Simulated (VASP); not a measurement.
Write the native input for VASP 6.6.1 that does the following.

```
Task                   : single point
Functional             : PBEsol
Potentials or basis    : VASP PAW PBE potentials, release 64 (Ta_pv, N)
Cutoff                 : 520 eV
k mesh                 : 12 × 12 × 12
Occupations            : gaussian, width 0.15 eV
Spin                   : no spin polarisation
Dipole correction      : no
Further INCAR settings : ALGO = Normal; EDIFF = 1e-06; NBANDS = 24
```

The structure of TaN lies in POSCAR:

```
TaN
1.0
   -0.0001316431     -2.1926532540     -2.1926148843
   -2.1927771908      0.0003923655     -2.1931458078
    2.1725703999      2.1735135758     -4.3658169279
Ta N
2 2
Direct
    0.7500095771      0.7499954437      0.7499970602
    0.2499881840      0.2500029706      0.2500030444
    0.0000008406      0.0000004776      0.0000003153
    0.5000013983      0.5000011080      0.4999995801
```

These files were run (other wordings do the same):

INCAR

```
SYSTEM = TaN
ALGO = Normal ; EDIFF = 1E-6
ENCUT = 520 ; GGA = PS
ISIF = 2 ; ISMEAR = 0
LASPH = .TRUE. ; LCHARG = .FALSE.
LREAL = .FALSE. ; LWAVE = .FALSE.
NBANDS = 24 ; NELM = 80
PREC = Accurate ; SIGMA = 0.15
```

KPOINTS

```
k-points
0
G
  12 12 12
  0 0 0
```

Potentials or basis: VASP PAW PBE potentials, release 64 (Ta_pv, N).

Launch:

```sh
$ cat potpaw_PBE.64/Ta_pv/POTCAR potpaw_PBE.64/N/POTCAR > POTCAR
$ mpirun -np 1 vasp_std > vasp.out
```

It gave:

```json
{"Pressure": "1.0 GPa", "Band gap on the k mesh": "zero (bands 16 and 17 overlap by 3.98 eV)"}
```

Caveat: the PAW data sets were made with another functional, which shifts forces and pressure a little; spin-orbit coupling is left out, which moves the levels of the heavy elements.

Wall time 13 min on 1 thread of Intel(R) Xeon(R) Platinum 8259CL CPU @ 2.50GHz (Skylake/Cascade Lake), with other jobs on the host, peak memory 0.76 GiB.
